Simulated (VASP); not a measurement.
# Ni (Fm-3m) in VASP: further runs

The runs below take Ni through single point, with LDA.

All numbers are computed with VASP 6.6.1; they aren't measurements. Logs are shortened: lines on timing, memory, paths and dates and some standing lists are left out, and cuts for length are marked.

### 1 The cell of the first run

It takes space group Fm-3m (No. 225, cubic). The conventional cell has a = 3.428 Å, b = 3.428 Å, c = 3.428 Å, α = 90.00°, β = 90.00°, γ = 90.00°. Ni (site symmetry m-3m) has 12 Ni at 2.42 Å within 3.2 Å.

### 2 Single point, LDA, collinear spin, ferromagnetic start

The input, INCAR:

```
  ALGO = Normal
  EDIFF = 1E-6
  ENCUT = 520
  ISIF = 2
  ISMEAR = -1
  ISPIN = 2
  LASPH = T
  LCHARG = F
  LMAXMIX = 4
  LORBIT = 11
  LREAL = F
  LWAVE = F
  MAGMOM = 1
  NBANDS = 15
  NELM = 150
  PREC = Accurate
  SIGMA = 0.05
```

The input, KPOINTS:

```
k-points
0
Gamma
  13 13 13
```

The input, POSCAR:

```
Ni
1.0
    0.0000000000      1.7140893390      1.7140893390
    1.7140893390      0.0000000000      1.7140893390
    1.7140893390      1.7140893390      0.0000000000
Ni
1
Direct
    0.0000000000      0.0000000000      0.0000000000
```

Potentials or basis: VASP PAW LDA potentials, release 64 (Ni).

Command:

```sh
> cat potpaw_LDA.64/Ni/POTCAR > POTCAR
> mpirun -np 1 vasp_std > vasp.out
```

OUTCAR:

```text
EDIFF = 1E-6
   ENCUT = 520
   ISIF = 2
   ISMEAR = -1
   ISPIN = 2
   LASPH = T
   LORBIT = 11
   LREAL = F
   NELM = 150
   PREC = Accurate

 ion  position               nearest neighbor table
   1  0.000  0.000  0.000-

  LATTYP: Found a face centered cubic cell.
 ALAT       =     3.4281786780

  Lattice vectors:

 A1 = (   0.0000000000,   1.7140893390,   1.7140893390)
 A2 = (   1.7140893390,   0.0000000000,   1.7140893390)
 A3 = (   1.7140893390,   1.7140893390,   0.0000000000)

Analysis of symmetry for initial positions (statically):
=====================================================================
 Subroutine PRICEL returns:
 Original cell was already a primitive cell.

 Routine SETGRP: Setting up the symmetry group for a
 face centered cubic supercell.

 Subroutine GETGRP returns: Found 48 space group operations
 (whereof 48 operations were pure point group operations)
 out of a pool of 48 trial point group operations.

The static configuration has the point symmetry O_h .

Analysis of symmetry for dynamics (positions and initial velocities):
=====================================================================
 Subroutine PRICEL returns:
 Original cell was already a primitive cell.

 Routine SETGRP: Setting up the symmetry group for a
 face centered cubic supercell.

 Subroutine GETGRP returns: Found 48 space group operations
 (whereof 48 operations were pure point group operations)
 out of a pool of 48 trial point group operations.

The dynamic configuration has the point symmetry O_h .

Analysis of structural, dynamic, and magnetic symmetry:
=====================================================================
 Subroutine PRICEL returns:
 Original cell was already a primitive cell.

 Routine SETGRP: Setting up the symmetry group for a
 face centered cubic supercell.

 Subroutine GETGRP returns: Found 48 space group operations
 (whereof 48 operations were pure point group operations)
 out of a pool of 48 trial point group operations.

The overall configuration has the point symmetry O_h .

 Subroutine INISYM returns: Found 48 space group operations
 (whereof 48 operations are pure point group operations),
 and found     1 'primitive' translations

----------------------------------------------------------------------------------------

                                     Primitive cell

  volume of cell :      10.0723

  direct lattice vectors                    reciprocal lattice vectors
     0.000000000  1.714089339  1.714089339    -0.291700082  0.291700082  0.291700082
     1.714089339  0.000000000  1.714089339     0.291700082 -0.291700082  0.291700082
     1.714089339  1.714089339  0.000000000     0.291700082  0.291700082 -0.291700082

  length of vectors
     2.424088390  2.424088390  2.424088390     0.505239362  0.505239362  0.505239362

  position of ions in fractional coordinates (direct lattice)
     0.000000000  0.000000000  0.000000000

  ion indices of the primitive-cell ions
   primitive index   ion index
                 1           1

----------------------------------------------------------------------------------------

 KPOINTS: k-points

Automatic generation of k-mesh.
 Grid dimensions read from file:
 generate k-points for:   13   13   13

 Generating k-lattice:

  Cartesian coordinates                     Fractional coordinates (reciprocal lattice)
    -0.022438468  0.022438468  0.022438468     0.076923077  0.000000000  0.000000000
     0.022438468 -0.022438468  0.022438468     0.000000000  0.076923077  0.000000000
     0.022438468  0.022438468 -0.022438468     0.000000000  0.000000000  0.076923077

  Length of vectors
     0.038864566  0.038864566  0.038864566

  Shift w.r.t. Gamma in fractional coordinates (k-lattice)
     0.000000000  0.000000000  0.000000000

 Subroutine IBZKPT returns following result:
 ===========================================

 Found     84 irreducible k-points:

 Following reciprocal coordinates:
            Coordinates               Weight
  0.000000  0.000000  0.000000      1.000000
  0.076923  0.000000  0.000000      8.000000
  0.153846  0.000000  0.000000      8.000000
  0.230769  0.000000  0.000000      8.000000
  0.307692  0.000000  0.000000      8.000000
  0.384615  0.000000  0.000000      8.000000
[... 16 lines left out ...]
  0.384615  0.153846  0.000000     24.000000
  0.461538  0.153846  0.000000     24.000000
 [... further k-points ...]
   k-points           NKPTS =     84   k-points in BZ     NKDIM =     84   number of bands    NBANDS=     15
   number of dos      NEDOS =    301   number of ions     NIONS =      1
   total plane-waves  NPLWV =   5832
   dimension x,y,z NGX =    18 NGY =   18 NGZ =   18
   dimension x,y,z NGXF=    36 NGYF=   36 NGZF=   36
   ions per type =               1
   NGX,Y,Z   is equivalent  to a cutoff of  12.34, 12.34, 12.34 a.u.
   NGXF,Y,Z  is equivalent  to a cutoff of  24.69, 24.69, 24.69 a.u.
 SYSTEM =  unknown system
   PREC   = accura    normal or accurate (medium, high low for compatibility)
   ISTART =      0    job   : 0-new  1-cont  2-samecut
   ICHARG =      2    charge: 1-file 2-atom 10-const
   ISPIN  =      2    spin polarized calculation?
   LNONCOLLINEAR =      F non collinear calculations
   LSORBIT =      F    spin-orbit coupling
   LASPH  =      T    aspherical Exc in radial PAW
   ENCUT  =  520.0 eV  38.22 Ry    6.18 a.u.   4.51  4.51  4.51*2*pi/ulx,y,z
   NELM   =    150;   NELMIN=  2; NELMDL= -5     # of ELM steps
   EDIFF  = 0.1E-05   stopping-criterion for ELM
   LREAL  =      F    real-space projection
   EDIFFG = 0.1E-04   stopping-criterion for IOM
   NSW    =      0    number of steps for IOM
   IBRION =     -1    ionic relax: 0-MD 1-quasi-New 2-CG
   NFREE  =      0    steps in history (QN), initial steepest desc. (CG)
   ISIF   =      2    stress and relaxation
   ISYM   =      2    0-nonsym 1-usesym 2-fastsym
   POTIM  = 0.5000    time-step for ionic-motion
   TEBEG  =    0.0;   TEEND  =   0.0 temperature during run
   PSTRESS=    0.0 pullay stress
   NELECT =      10.0000    total number of electrons
   NUPDOWN=      -1.0000    fix difference up-down
   EMIN   =  10.00;   EMAX   =-10.00  energy-range for DOS
   EFERMI =   0.00;   METHOD = LEGACY
   ISMEAR =    -1;   SIGMA  =   0.05  broadening in eV -4-tet -1-fermi 0-gaus
   EFERMI_NEDOS =   21; number of points for ismear=-14 and -15
   IALGO  =     38    algorithm
   IMIX   =      4    mixing-type and parameters
     AMIX     =   0.40;   BMIX     =  1.00
     AMIX_MAG =   1.60;   BMIX_MAG =  1.00
  volume/ion in A,a.u.               =      10.07        67.97
  Fermi-wavevector in a.u.,A,eV,Ry     =   1.633170  3.086244 36.290059  2.667244
  Thomas-Fermi vector in A             =   2.725019
   LORBIT       =     11    0 simple, 1 ext, 2 COOP (PROOUT), +10 PAW based schemes
   GGA     = CA    functional components
   LHFCALC =     F    Hartree Fock is set to
   AEXX    =    0.0000 exact exchange contribution
   IVDW    =     0    specifies the selected vdW correction
   LEPSILON=     F    determine dielectric tensor
   LRPA    =     F    only Hartree local field effects (RPA)
 spin polarized calculation
  energy-cutoff  :      520.00
  volume of cell :       10.07
 maximum number of plane-waves:       290
 NGX is ok and might be reduce to    18
   NGX =  9   NGY =  9   NGZ =  9

 number of electron      10.0000000 magnetization       1.0000000

 number of electron       9.9999990 magnetization       0.6136997

 Free energy of the ion-electron system (eV)
  ---------------------------------------------------
  ext. energy  EPLUGINS =         0.00000000
  ---------------------------------------------------
  free energy    TOTEN  =        -6.58800317 eV

  energy without entropy =       -6.57532513  energy(sigma->0) =       -6.58166415

 E-fermi :  10.1686     XC(G=0): -14.0759

 val. band max:       10.1676950515   @ k =  -0.2308   0.3846   0.1538
 cond. band min:      10.1686590625   @ k =   0.4615   0.3846   0.0769
 fundamental gap:      0.0009640110
 Fermi energy:        10.1686386449

 spin component 1

 k-point     1 :       0.0000    0.0000    0.0000
  band No.  band energies     occupation
      1       0.6360      1.00000
      2       7.6073      1.00000
      3       7.6073      1.00000
      4       7.6073      1.00000
      5       8.8943      1.00000
      6       8.8943      1.00000
      7      34.5928      0.00000
      8      38.9648      0.00000
      9      38.9648      0.00000
     10      38.9648      0.00000
     11      42.2114      0.00000
     12      42.2114      0.00000
     13      42.2114      0.00000
     14      45.1915      0.00000
     15      52.0856      0.00000

 k-point     2 :       0.0769    0.0000    0.0000
  band No.  band energies     occupation
      1       0.8807      1.00000
      2       7.5396      1.00000
      3       7.6645      1.00000
      4       7.6645      1.00000
      5       8.8701      1.00000
      6       8.8701      1.00000
      7      33.8336      0.00000
      8      36.6423      0.00000
      9      38.4986      0.00000
     10      38.4986      0.00000
     11      42.9209      0.00000
     12      42.9209      0.00000
     13      43.2696      0.00000
     14      47.2985      0.00000
     15      50.1012      0.00000
[... 365 lines left out ...]
      3       7.5645      1.00000
      4       8.1434      1.00000
      5       9.5742      0.99999
      6       9.8896      0.99625
      7      21.9370      0.00000
      8      31.1261      0.00000
      9      31.4740      0.00000
     10      34.4054      0.00000
     11      44.1984      0.00000
     12      44.7731      0.00000
     13      45.7993      0.00000
     14      50.6075      0.00000
     15      55.7802      0.00000

 k-point    24 :       0.4615    0.1538    0.0000
  band No.  band energies     occupation
      1       5.3197      1.00000
      2       7.1170      1.00000
      3       7.6216      1.00000
      4       8.0410      1.00000
      5       9.7007      0.99991
      6      11.1645      0.00000
      7      18.6771      0.00000
      8      29.8609      0.00000
      9      31.6794      0.00000
     10      33.9067      0.00000
     11      44.1789      0.00000
     12      44.4816      0.00000
     13      47.7549      0.00000
     14      51.0104      0.00000
     15      56.4079      0.00000

 [... further k-points ...]

 spin component 2

 k-point     1 :       0.0000    0.0000    0.0000
  band No.  band energies     occupation
      1       0.6901      1.00000
      2       8.2303      1.00000
      3       8.2303      1.00000
      4       8.2303      1.00000
      5       9.4711      1.00000
      6       9.4711      1.00000
      7      34.5906      0.00000
      8      39.0202      0.00000
      9      39.0202      0.00000
     10      39.0202      0.00000
     11      42.3923      0.00000
     12      42.3923      0.00000
     13      42.3923      0.00000
     14      45.1789      0.00000
     15      52.2854      0.00000

 k-point     2 :       0.0769    0.0000    0.0000
  band No.  band energies     occupation
      1       0.9352      1.00000
      2       8.1564      1.00000
      3       8.2892      1.00000
      4       8.2892      1.00000
      5       9.4456      1.00000
      6       9.4456      1.00000
      7      33.8877      0.00000
      8      36.6951      0.00000
      9      38.5858      0.00000
     10      38.5858      0.00000
     11      43.0644      0.00000
     12      43.0644      0.00000
     13      43.3525      0.00000
     14      47.3375      0.00000
     15      50.2907      0.00000
[... 365 lines left out ...]
      3       8.1120      1.00000
      4       8.7365      1.00000
      5      10.2189      0.26784
      6      10.4408      0.00431
      7      22.1650      0.00000
      8      31.2269      0.00000
      9      31.6135      0.00000
     10      34.5516      0.00000
     11      44.3248      0.00000
     12      44.8431      0.00000
     13      45.8949      0.00000
     14      50.8444      0.00000
     15      57.0365      0.00000

 k-point    24 :       0.4615    0.1538    0.0000
  band No.  band energies     occupation
      1       5.6668      1.00000
      2       7.5370      1.00000
      3       8.1373      1.00000
      4       8.6191      1.00000
      5      10.3625      0.02029
      6      11.6050      0.00000
      7      18.9616      0.00000
      8      29.9797      0.00000
      9      31.8157      0.00000
     10      34.0267      0.00000
     11      44.2596      0.00000
     12      44.5912      0.00000
     13      47.8703      0.00000
     14      51.3372      0.00000
     15      57.6804      0.00000

 [... further k-points ...]
[... 5 lines left out ...]
  --------------------------------------------------------------------------------------
  -------------------------------------------------------------------------------------
  Total       -0.0639882     -0.0639882     -0.0639882     -0.0000000     -0.0000000      0.0000000
  in kB      -10.1784212    -10.1784212    -10.1784212     -0.0000000     -0.0000000      0.0000000
  external PRESSURE =     -10.1784212 kB  Pullay stress =       0.0000000 kB

 VOLUME and BASIS-vectors are now :
 -----------------------------------------------------------------------------
  energy-cutoff  :      520.00
  volume of cell :       10.07
      direct lattice vectors                 reciprocal lattice vectors
     0.000000000  1.714089339  1.714089339    -0.291700082  0.291700082  0.291700082
     1.714089339  0.000000000  1.714089339     0.291700082 -0.291700082  0.291700082
     1.714089339  1.714089339  0.000000000     0.291700082  0.291700082 -0.291700082

 POSITION                                       TOTAL-FORCE (eV/Angst)
 -----------------------------------------------------------------------------------
      0.00000      0.00000      0.00000         0.000000      0.000000      0.000000
 -----------------------------------------------------------------------------------
    total drift:                               -0.000000     -0.000000      0.000000

  FREE ENERGIE OF THE ION-ELECTRON SYSTEM (eV)
  ---------------------------------------------------
  free  energy   TOTEN  =        -6.5880031726 eV

  energy  without entropy=       -6.5753251281  energy(sigma->0) =       -6.58166415

 total charge

# of ion       s       p       d       tot
------------------------------------------
    1        0.534   0.569   8.364   9.467

 magnetization (x)

# of ion       s       p       d       tot
------------------------------------------
    1       -0.003  -0.017   0.633   0.613
```

Wall time 20 s (1 thread of Intel Xeon 8259CL, shared host); peak memory 0.13 GiB.

Results:

- Free energy: -6.5880 eV
- Pressure: -1.0 GPa
- Net moment: 0.61 μB per cell
- Site moments: Ni +0.61 μB
- Valence electrons inside the program's atomic spheres: Ni 9.47

Levels at points of the mesh, in eV from the Fermi level:
Spin up:
```tsv
k point	band 3	band 4	band 5	band 6	band 7	band 8
(0.00, 0.00, 0.00)	-2.56	-2.56	-1.27	-1.27	24.42	28.80
```
Spin down:
| k point | band 2 | band 3 | band 4 | band 5 | band 6 | band 7 | band 8 | band 9 |
| --- | --- | --- | --- | --- | --- | --- | --- | --- |
| (0.00, 0.00, 0.00) | -1.94 | -1.94 | -1.94 | -0.70 | -0.70 | 24.42 | 28.85 | 28.85 |

### 3 Single point, LDA, collinear spin, ferromagnetic start

This run uses another cell than the first one, of 10.28 Å³/atom, 1.021 times its volume.

The input, INCAR:

```
ALGO     = Fast           # electronic algorithm
EDIFF    = 1E-6           # SCF threshold, eV
ENCUT    = 520            # plane-wave cutoff, eV
ISIF     = 2              # what is computed and relaxed
ISMEAR   = -1             # smearing method
ISPIN    = 2              # spin polarisation
LASPH    = True           # aspherical terms in the spheres
LCHARG   = False          # write CHGCAR
LMAXMIX  = 4              # l up to which the mixer works
LORBIT   = 11             # projections on sites
LREAL    = False          # projectors in reciprocal space
LWAVE    = False          # write WAVECAR
MAGMOM   = 1              # initial moments
NBANDS   = 15             # bands
NELM     = 150            # most SCF steps
PREC     = Accurate       # precision mode
SIGMA    = 0.05           # smearing width, eV
```

KPOINTS is that of step 2.

The input, POSCAR:

```
Ni
1.0
    0.0000000000      1.7259110183      1.7259110183
    1.7259110183      0.0000000000      1.7259110183
    1.7259110183      1.7259110183      0.0000000000
Ni
1
Direct
    0.0000000000      0.0000000000      0.0000000000
```

Potentials or basis: VASP PAW LDA potentials, release 64 (Ni).

Command:

```sh
> cat potpaw_LDA.64/Ni/POTCAR > POTCAR
> mpirun -np 1 vasp_std > vasp.out
```

Run time: 23 s. Hardware: 1 thread of Intel Xeon 8259CL, shared host; peak memory 0.13 GiB.

It converged, with:

```yaml
Free_energy: -6.5835 eV
Pressure: -5.9 GPa
Net_moment: 0.61 μB per cell
Site_moments: Ni +0.61 μB
Valence_electrons_inside_the_program's_atomic_spheres: Ni 9.43
```

Levels at points of the mesh, in eV from the Fermi level:
Spin up:
```tsv
k point	band 3	band 4	band 5	band 6	band 7	band 8
(0.00, 0.00, 0.00)	-2.50	-2.50	-1.25	-1.25	24.25	28.46
```
Spin down:
```
           k point  band 2  band 3  band 4  band 5  band 6  band 7  band 8  band 9
(0.00, 0.00, 0.00)   -1.88   -1.88   -1.88   -0.68   -0.68   24.25   28.51   28.51
```
